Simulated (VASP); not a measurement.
# Na3TeF (Pm-3m) in VASP: a series of runs

Na3TeF is run at these levels: r2SCAN, PBE; tasks: single point, relaxation of cell and atoms.

Program: VASP 6.6.1. These are calculated values, not measurements. Logs are shortened: lines on timing, memory, paths and dates and some standing lists are left out, and cuts for length are marked.

## Step 1: The cell of the first run

Symmetry: Pm-3m, No. 221, cubic system. The conventional cell has a = 4.733 Å, b = 4.733 Å, c = 4.733 Å, α = 90.00°, β = 90.00°, γ = 90.00°. Within 3.1 Å of Na (site symmetry 4/mmm) lie 2 F at 2.37 Å. Within 4.4 Å of Te (site symmetry m-3m) lie 12 Na at 3.35 Å and 8 F at 4.10 Å. F (site symmetry m-3m) has 6 Na at 2.37 Å within 3.1 Å.

## Step 2: Single point, r2SCAN

POSCAR reads:

```
Na3TeF
1.0
    4.7326412623      0.0000000000      0.0000000000
    0.0000000000      4.7326412623      0.0000000000
    0.0000000000      0.0000000000      4.7326412623
Na Te F
3 1 1
Direct
    0.5000000000      0.0000000000      0.0000000000
    0.0000000000      0.5000000000      0.0000000000
    0.0000000000      0.0000000000      0.5000000000
    0.5000000000      0.5000000000      0.5000000000
    0.0000000000      0.0000000000      0.0000000000
```

INCAR.step1 reads:

```
SYSTEM = Na3TeF
  PREC = Accurate
  ENCUT = 520
  ISMEAR = 0
  SIGMA = 0.02
  LREAL = .False.
  LASPH = .True.
  NELM = 80
  NBANDS = 25
  GGA = PE
  ALGO = Normal
  EDIFF = 1E-4
  LWAVE = .True.
  LCHARG = .False.
```

INCAR.step2 reads:

```
SYSTEM = Na3TeF
  PREC = Accurate
  ENCUT = 520
  EDIFF = 1E-6
  ISMEAR = 0
  SIGMA = 0.02
  LREAL = .False.
  LASPH = .True.
  NELM = 80
  ALGO = Normal
  ISIF = 2
  LWAVE = .False.
  LCHARG = .False.
  METAGGA = R2SCAN
  LMIXTAU = .True.
  NBANDS = 25
  ISTART = 1
```

KPOINTS reads:

```
regular mesh
0
Gamma
  6 6 6
  0 0 0
```

Potentials or basis: VASP PAW PBE potentials, release 64 (Na_pv, Te, F).

Run with:

```sh
> cat potpaw_PBE.64/Na_pv/POTCAR potpaw_PBE.64/Te/POTCAR potpaw_PBE.64/F/POTCAR > POTCAR
> cp INCAR.step1 INCAR
> mpirun -np 1 vasp_std > vasp.out
> cp INCAR.step2 INCAR
> mpirun -np 1 vasp_std > vasp.out
```

OUTCAR:

```text
SYSTEM = Na3TeF
   PREC = Accurate
   ENCUT = 520
   EDIFF = 1E-6
   ISMEAR = 0
   LREAL = .False.
   LASPH = .True.
   NELM = 80
   ISIF = 2
   METAGGA = R2SCAN
   ISTART = 1

 ion  position               nearest neighbor table
   1  0.500  0.000  0.000-
   2  0.000  0.500  0.000-
   3  0.000  0.000  0.500-
   4  0.500  0.500  0.500-
   5  0.000  0.000  0.000-

  LATTYP: Found a simple cubic cell.
 ALAT       =     4.7326412623

  Lattice vectors:

 A1 = (   4.7326412623,   0.0000000000,   0.0000000000)
 A2 = (   0.0000000000,   4.7326412623,   0.0000000000)
 A3 = (   0.0000000000,   0.0000000000,   4.7326412623)

Analysis of symmetry for initial positions (statically):
=====================================================================
 Subroutine PRICEL returns:
 Original cell was already a primitive cell.

 Routine SETGRP: Setting up the symmetry group for a
 simple cubic supercell.

 Subroutine GETGRP returns: Found 48 space group operations
 (whereof 48 operations were pure point group operations)
 out of a pool of 48 trial point group operations.

The static configuration has the point symmetry O_h .

Analysis of symmetry for dynamics (positions and initial velocities):
=====================================================================
 Subroutine PRICEL returns:
 Original cell was already a primitive cell.

 Routine SETGRP: Setting up the symmetry group for a
 simple cubic supercell.

 Subroutine GETGRP returns: Found 48 space group operations
 (whereof 48 operations were pure point group operations)
 out of a pool of 48 trial point group operations.

The dynamic configuration has the point symmetry O_h .

 Subroutine INISYM returns: Found 48 space group operations
 (whereof 48 operations are pure point group operations),
 and found     1 'primitive' translations

----------------------------------------------------------------------------------------

                                     Primitive cell

[... 83 lines left out ...]
   ISTART =      1    job   : 0-new  1-cont  2-samecut
   ICHARG =      0    charge: 1-file 2-atom 10-const
   ISPIN  =      1    spin polarized calculation?
   LNONCOLLINEAR =      F non collinear calculations
   LSORBIT =      F    spin-orbit coupling
   LASPH  =      T    aspherical Exc in radial PAW
   ENCUT  =  520.0 eV  38.22 Ry    6.18 a.u.   8.80  8.80  8.80*2*pi/ulx,y,z
   NELM   =     80;   NELMIN=  2; NELMDL=  0     # of ELM steps
   EDIFF  = 0.1E-05   stopping-criterion for ELM
   LREAL  =      F    real-space projection
   EDIFFG = 0.1E-04   stopping-criterion for IOM
   NSW    =      0    number of steps for IOM
   IBRION =     -1    ionic relax: 0-MD 1-quasi-New 2-CG
   NFREE  =      0    steps in history (QN), initial steepest desc. (CG)
   ISIF   =      2    stress and relaxation
   ISYM   =      2    0-nonsym 1-usesym 2-fastsym
   POTIM  = 0.5000    time-step for ionic-motion
   TEBEG  =    0.0;   TEEND  =   0.0 temperature during run
   PSTRESS=    0.0 pullay stress
   NELECT =      34.0000    total number of electrons
   NUPDOWN=      -1.0000    fix difference up-down
   EMIN   =  10.00;   EMAX   =-10.00  energy-range for DOS
   EFERMI =   0.00;   METHOD = LEGACY
   ISMEAR =     0;   SIGMA  =   0.02  broadening in eV -4-tet -1-fermi 0-gaus
   EFERMI_NEDOS =   21; number of points for ismear=-14 and -15
   IALGO  =     38    algorithm
   IMIX   =      4    mixing-type and parameters
     AMIX     =   0.40;   BMIX     =  1.00
     AMIX_MAG =   1.60;   BMIX_MAG =  1.00
  volume/ion in A,a.u.               =      21.20       143.07
  Fermi-wavevector in a.u.,A,eV,Ry     =   1.120635  2.117693 17.086509  1.255823
  Thomas-Fermi vector in A             =   2.257283
   LORBIT       =      0    0 simple, 1 ext, 2 COOP (PROOUT), +10 PAW based schemes
   METAGGA = R2SCAN    functional components
   LHFCALC =     F    Hartree Fock is set to
   AEXX    =    0.0000 exact exchange contribution
   IVDW    =     0    specifies the selected vdW correction
   LEPSILON=     F    determine dielectric tensor
   LRPA    =     F    only Hartree local field effects (RPA)
 non-spin polarized calculation
 Gauss-broadening in eV      SIGMA  =   0.02
  energy-cutoff  :      520.00
  volume of cell :      106.00
 maximum number of plane-waves:      2897
 NGX is ok and might be reduce to    36

 number of electron      34.0000010 magnetization

 Free energy of the ion-electron system (eV)
  ---------------------------------------------------
  ext. energy  EPLUGINS =         0.00000000
  ---------------------------------------------------
  free energy    TOTEN  =       -48.51306508 eV

  energy without entropy =      -48.51306508  energy(sigma->0) =      -48.51306508

 E-fermi :   1.8748     XC(G=0):  -8.8759

 val. band max:        1.6838451247   @ k =   0.5000   0.5000   0.0000
 cond. band min:       4.5452103121   @ k =   0.0000   0.0000   0.0000
 fundamental gap:      2.8613651874
 Fermi energy:         1.8748113350

 k-point     1 :       0.0000    0.0000    0.0000
  band No.  band energies     occupation
      1     -22.4598      2.00000
      2     -22.4598      2.00000
      3     -22.4598      2.00000
      4     -22.4437      2.00000
      5     -22.4231      2.00000
      6     -22.4231      2.00000
[... 549 lines left out ...]
     24      11.7842      0.00000
     25      13.8296      0.00000

------------------------ aborting loop because EDIFF is reached ----------------------------------------

  FORCE on cell =-STRESS in cart. coord.  units (eV):
  Direction    XX          YY          ZZ          XY          YZ          ZX
  --------------------------------------------------------------------------------------
  -------------------------------------------------------------------------------------
  Total       -1.0471175     -1.0471175     -1.0471175     -0.0000000     -0.0000000     -0.0000000
  in kB      -15.8268770    -15.8268770    -15.8268770     -0.0000000     -0.0000000     -0.0000000
  external PRESSURE =     -15.8268770 kB  Pullay stress =       0.0000000 kB

 VOLUME and BASIS-vectors are now :
 -----------------------------------------------------------------------------
  energy-cutoff  :      520.00
  volume of cell :      106.00
      direct lattice vectors                 reciprocal lattice vectors
     4.732641262  0.000000000  0.000000000     0.211298500  0.000000000  0.000000000
     0.000000000  4.732641262  0.000000000     0.000000000  0.211298500  0.000000000
     0.000000000  0.000000000  4.732641262     0.000000000  0.000000000  0.211298500

 POSITION                                       TOTAL-FORCE (eV/Angst)
 -----------------------------------------------------------------------------------
      2.36632      0.00000      0.00000         0.000000      0.000000      0.000000
      0.00000      2.36632      0.00000         0.000000      0.000000      0.000000
      0.00000      0.00000      2.36632         0.000000      0.000000      0.000000
      2.36632      2.36632      2.36632         0.000000      0.000000      0.000000
      0.00000      0.00000      0.00000         0.000000      0.000000      0.000000
 -----------------------------------------------------------------------------------
    total drift:                                0.000000      0.000000     -0.000000

  FREE ENERGIE OF THE ION-ELECTRON SYSTEM (eV)
  ---------------------------------------------------
  free  energy   TOTEN  =       -48.5130650766 eV

  energy  without entropy=      -48.5130650766  energy(sigma->0) =      -48.51306508
```

OUTCAR.step1:

```text
SYSTEM = Na3TeF
   PREC = Accurate
   ENCUT = 520
   ISMEAR = 0
   LREAL = .False.
   LASPH = .True.
[... 786 lines left out ...]
      0.00000      0.00000      2.36632         0.000000      0.000000      0.000000
      2.36632      2.36632      2.36632         0.000000      0.000000      0.000000
      0.00000      0.00000      0.00000         0.000000      0.000000      0.000000
 -----------------------------------------------------------------------------------
    total drift:                                0.000000      0.000000     -0.000000

  FREE ENERGIE OF THE ION-ELECTRON SYSTEM (eV)
  ---------------------------------------------------
  free  energy   TOTEN  =       -17.1122229592 eV

  energy  without entropy=      -17.1122229592  energy(sigma->0) =      -17.11222296
```

Run time: 1.9 min. Hardware: 1 thread of Intel Xeon Platinum 8488C (Sapphire Rapids), shared host; peak memory 0.24 GiB.

What came out:

* Free energy: -48.5131 eV
* Pressure: -1.6 GPa
* Band gap on the k mesh: 2.86 eV (least direct gap 3.11 eV)

Caveat: the PAW data sets were made with another functional, which shifts forces and pressure a little; spin-orbit coupling is left out, which moves the levels of the heavy elements.

## Step 3: Single point, PBE

This run uses another cell than the first one: it holds 10 atoms, not 5.

INCAR reads:

```
SYSTEM = Na3TeF
ALGO = Normal
EDIFF = 1E-6
ENCUT = 520
GGA = PE
ISIF = 2
ISMEAR = 0
LASPH = .TRUE.
LCHARG = .FALSE.
LREAL = .FALSE.
LWAVE = .FALSE.
NBANDS = 45
NELM = 60
PREC = Accurate
SIGMA = 0.1
```

KPOINTS reads:

```
k-points
0
G
  4 4 2
  0 0 0
```

POSCAR reads:

```
Na3TeF
1.0
    4.7326412623      0.0000000000      0.0000000000
    0.0000000000      4.7326412623      0.0000000000
    0.0000000000      0.0000000000      9.4652825245
Na Te F
6 2 2
Direct
    0.5000000000      1.0000000000      0.0000000000
    0.5000000000      1.0000000000      0.5000000000
    1.0000000000      0.5000000000      0.5000000000
    0.0000000000      0.5000000000      1.0000000000
    0.0000000000      0.0000000000      0.2500000000
    1.0000000000      0.0000000000      0.7500000000
    0.5000000000      0.5000000000      0.2500000000
    0.5000000000      0.5000000000      0.7500000000
    0.0000000000      0.0000000000      0.0000000000
    0.0000000000      0.0000000000      0.5000000000
```

Potentials or basis: VASP PAW PBE potentials, release 64 (Na_pv, Te, F).

Run with:

```sh
> cat potpaw_PBE.64/Na_pv/POTCAR potpaw_PBE.64/Te/POTCAR potpaw_PBE.64/F/POTCAR > POTCAR
> mpirun -np 1 vasp_std > vasp.out
```

Run time: 68 s. Hardware: 1 thread of Intel Xeon Platinum 8488C (Sapphire Rapids), shared host; peak memory 0.33 GiB.

Results (log left out):

* Free energy: -34.1959 eV
* Pressure: 0.0 GPa
* Band gap on the k mesh: 2.09 eV

Levels at points of the mesh, in eV from the valence-band top:
| k point | band 30 | band 31 | band 32 | band 33 | band 34 | band 35 | band 36 | band 37 | band 38 | band 39 |
| --- | --- | --- | --- | --- | --- | --- | --- | --- | --- | --- |
| (0.00, 0.00, 0.00) | -0.26 | -0.26 | -0.26 | -0.19 | -0.19 | 2.09 | 3.74 | 4.13 | 4.13 | 4.80 |
| (0.50, 0.00, 0.00) | -1.52 | -1.52 | -0.19 | -0.19 | 0.00 | 3.08 | 3.74 | 4.53 | 4.80 | 6.00 |
| (0.50, 0.50, 0.00) | -1.52 | -1.42 | -1.42 | -1.42 | 0.00 | 3.08 | 4.17 | 4.17 | 4.17 | 4.53 |
| (0.00, 0.00, 0.50) | -1.41 | -0.22 | -0.22 | -0.22 | -0.22 | 3.00 | 3.00 | 4.42 | 4.42 | 5.59 |
| (0.50, 0.00, 0.50) | -1.86 | -0.98 | -0.98 | -0.10 | -0.10 | 4.06 | 4.06 | 4.29 | 4.29 | 6.24 |
| (0.50, 0.50, 0.50) | -1.47 | -1.47 | -1.47 | -0.82 | -0.82 | 3.52 | 3.52 | 4.91 | 4.91 | 4.91 |

Caveat: spin-orbit coupling is left out, which moves the levels of the heavy elements. A k mesh can miss the band edges.

## Step 4: Relaxation of cell and atoms, PBE

This run uses another cell than the first one, of 21.63 Å³/atom.

INCAR reads:

```
SYSTEM = Na3TeF
PREC = Accurate ; ENCUT = 600
EDIFF = 1E-7 ; ISMEAR = 0
SIGMA = 0.02 ; LREAL = .FALSE.
LASPH = .TRUE. ; NELM = 100
ALGO = Normal ; ISIF = 3
LWAVE = .FALSE. ; LCHARG = .FALSE.
GGA = PE ; IBRION = 2
NSW = 100 ; EDIFFG = -0.01
```

KPOINTS reads:

```
Automatic mesh
0
G
  6 6 6
  0 0 0
```

POSCAR reads:

```
Na3TeF
1.0
    4.7646271600      0.0000000000      0.0000000000
    0.0000000000      4.7646271600      0.0000000000
    0.0000000000      0.0000000000      4.7646271600
Na Te F
3 1 1
Direct
    0.5000000000      0.0000000000      0.0000000000
    0.0000000000      0.5000000000      0.0000000000
    0.0000000000      0.0000000000      0.5000000000
    0.5000000000      0.5000000000      0.5000000000
    0.0000000000      0.0000000000      0.0000000000
```

Run with:

```sh
> cat potpaw_PBE.64/Na_pv/POTCAR potpaw_PBE.64/Te/POTCAR potpaw_PBE.64/F/POTCAR > POTCAR
> mpirun -np 1 vasp_std > vasp.out
```

Run time: 82 s. Hardware: 1 thread of Intel Xeon Platinum 8488C (Sapphire Rapids), shared host; peak memory 0.28 GiB.

Results (log left out):

- Free energy: -17.1151 eV
- Relaxed volume: 21.18 Å³/atom
- Relaxed cell: a = 4.731 Å, b = 4.731 Å, c = 4.731 Å, α = 90.00°, β = 90.00°, γ = 90.00°
- Space group after relaxing (to 0.1 Å): Pm-3m (No. 221)
- Energy gained by relaxing: 0.9 meV/atom
- Ionic steps: 3
- Pressure after relaxing: 0.0 GPa
- Band gap on the k mesh: 2.10 eV (least direct gap 2.36 eV)

Step by step:
| step | energy change (eV) | largest force (eV/Å) | pressure (GPa) | volume (Å³) |
| --- | --- | --- | --- | --- |
| 1 | 0.0000 | 0.0000 | -0.61 | 108.17 |
| 2 | -0.0037 | 0.0000 | -0.29 | 106.88 |
| 3 | -0.0046 | 0.0000 | -0.02 | 105.89 |

Final structure:
```cif
data_structure
_symmetry_space_group_name_H-M 'P 1'
_symmetry_Int_Tables_number 1
_cell_length_a 4.7309
_cell_length_b 4.7309
_cell_length_c 4.7309
_cell_angle_alpha 90.000
_cell_angle_beta 90.000
_cell_angle_gamma 90.000
_cell_volume 105.89
loop_
_atom_site_label
_atom_site_type_symbol
_atom_site_fract_x
_atom_site_fract_y
_atom_site_fract_z
_atom_site_occupancy
Na1 Na 0.50000 0.00000 0.00000 1
Na2 Na 0.00000 0.50000 0.00000 1
Na3 Na 0.00000 0.00000 0.50000 1
Te1 Te 0.50000 0.50000 0.50000 1
F1 F 0.00000 0.00000 0.00000 1
```

Levels at points of the mesh, in eV from the valence-band top:
```tsv
k point	band 13	band 14	band 15	band 16	band 17	band 18	band 19	band 20	band 21
(0.00, 0.00, 0.00)	-4.33	-4.33	-0.26	-0.26	-0.26	2.10	4.14	4.14	8.24
(0.50, 0.00, 0.00)	-4.31	-4.31	-2.16	-0.19	-0.19	3.75	4.81	6.01	6.30
(0.50, 0.50, 0.00)	-4.59	-4.31	-1.52	-1.52	0.00	3.09	4.54	6.34	6.34
(0.50, 0.50, 0.50)	-4.51	-4.51	-1.42	-1.42	-1.42	4.18	4.18	4.18	6.36
```

Caveat: spin-orbit coupling is left out, which moves the levels of the heavy elements.

## Step 5: Overview

```csv
task,level,cell,k mesh,cutoff (eV),smearing,gap on the mesh (eV),pressure (GPa)
single point,r2SCAN,"a = 4.733 Å, 5 atoms, atomic positions A",6 × 6 × 6,520,gaussian 0.02 eV,2.86,-1.6
single point,PBE,"a = 4.733, b = 4.733, c = 9.465 Å, 10 atoms, atomic positions B",4 × 4 × 2,520,gaussian 0.1 eV,2.09,0.0
relaxation of cell and atoms,PBE,"relaxed from a = 4.765 Å, 5 atoms, atomic positions A",6 × 6 × 6,600,gaussian 0.02 eV,2.10,0.0
```

Alike in all rows: potentials or basis VASP PAW PBE potentials, release 64 (Na_pv, Te, F); no spin polarisation.

Caveats: spin-orbit coupling is left out, which moves the levels of the heavy elements; the PAW data sets were made with another functional, which shifts forces and pressure a little (at least some runs).

Absolute energies hang on the potentials; compare differences alone.
